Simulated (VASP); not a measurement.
A run of VASP 6.6.1:

Contents of INCAR:

```
SYSTEM = YbB2
PREC = Accurate
ENCUT = 520
EDIFF = 1E-6
ISMEAR = 0
SIGMA = 0.1
LREAL = .FALSE.
LASPH = .TRUE.
NELM = 100
ALGO = Normal
ISIF = 2
LWAVE = .FALSE.
LCHARG = .FALSE.
GGA = CA
NBANDS = 22
```

The input KPOINTS:

```
regular mesh
0
G
  15 15 12
  0 0 0
```

File POSCAR:

```
YbB2
1.0
    3.2523929023      0.0000000000      0.0000000000
   -1.6261964511      2.8166548765      0.0000000000
    0.0000000000      0.0000000000      3.8806773493
Yb B
1 2
Direct
    0.0000000000      0.0000000000      0.0000000000
    0.3333333333      0.6666666667      0.5000000000
    0.6666666667      0.3333333333      0.5000000000
```

Potentials or basis: VASP PAW PBE potentials, release 64 (Yb, B).

Run with:

```bash
$ cat potpaw_PBE.64/Yb/POTCAR potpaw_PBE.64/B/POTCAR > POTCAR
$ mpirun -np 1 vasp_std > vasp.out
```

Hardware: 1 thread of Intel(R) Xeon(R) Platinum 8488C (Sapphire Rapids) (shared host).

Task: How long does it take, and how much memory?

Result: Run time: 3.4 min on 1 thread of Intel(R) Xeon(R) Platinum 8488C (Sapphire Rapids) (shared host), peak memory 0.27 GiB. Counts: scf iterations 27, k points 189.
